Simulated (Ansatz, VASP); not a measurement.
One calculation of InP, two programs

The input INCAR:

```
PREC = Accurate
ENCUT = 500
EDIFF = 1E-6
ISMEAR = 0
SIGMA = 0.05
LREAL = F
LASPH = T
NELM = 120
ALGO = Normal
ISIF = 2
LWAVE = F
LCHARG = T
GGA = PE
LELF = T
LVHAR = T
NBANDS = 16
GGA_COMPAT = F
```

The input KPOINTS:

```
Automatic mesh
0
Gamma
  8 8 8
```

Contents of POSCAR:

```
InP
1.0
    3.9157225900      0.0000000000      0.0000000000
    1.9578612950      3.3911152371      0.0000000000
    1.9578612950      1.1303717457      3.1971741066
In P
1 1
Direct
    0.0000000000      0.0000000000      0.0000000000
    0.5000000000      0.5000000000      0.5000000000
```

The input input.yaml:

```yaml
crystal:
  lattice:
    - [3.91572259, 0.0, 0.0]
    - [1.957861295, 3.3911152371, 0.0]
    - [1.957861295, 1.1303717457, 3.1971741066]
  atoms:
    - { symbol: In, position: [0.0, 0.0, 0.0] }
    - { symbol: P, position: [0.5, 0.5, 0.5] }
hamiltonian:
  xc: pbe
  pseudopotentials: { kind: paw }
kpoints:
  mp_grid: { grid: [8, 8, 8] }
scf:
  occupations: { method: gaussian, width: 0.05 }
output:
  forces: true
  stress: true
  eigenvalues: true
  write_density: true
  write_potential: true
  elf: true
  volumetric_format: npy
```

Alike in both runs: task single point; functional PBE; k mesh 8 × 8 × 8; occupations gaussian, width 0.05 eV; no spin polarisation.

|  | VASP | Ansatz |
| --- | --- | --- |
| version | VASP 6.6.1 | Ansatz 0.2.0 |
| potentials or method | VASP PAW PBE potentials, release 64 (In_d, P) | Ansatz PAW |
| plane-wave cutoff (eV) | 500 | 420 |
| valence electrons in the cell | 18 | 18 |

```tsv
	VASP	Ansatz	Ansatz less VASP
gap on the k mesh at the Fermi level (eV)	none	none	-
pressure (GPa)	-0.1	-0.1	+0.02
```

A gap of «none» marks a metal or a gap that the smearing closes.
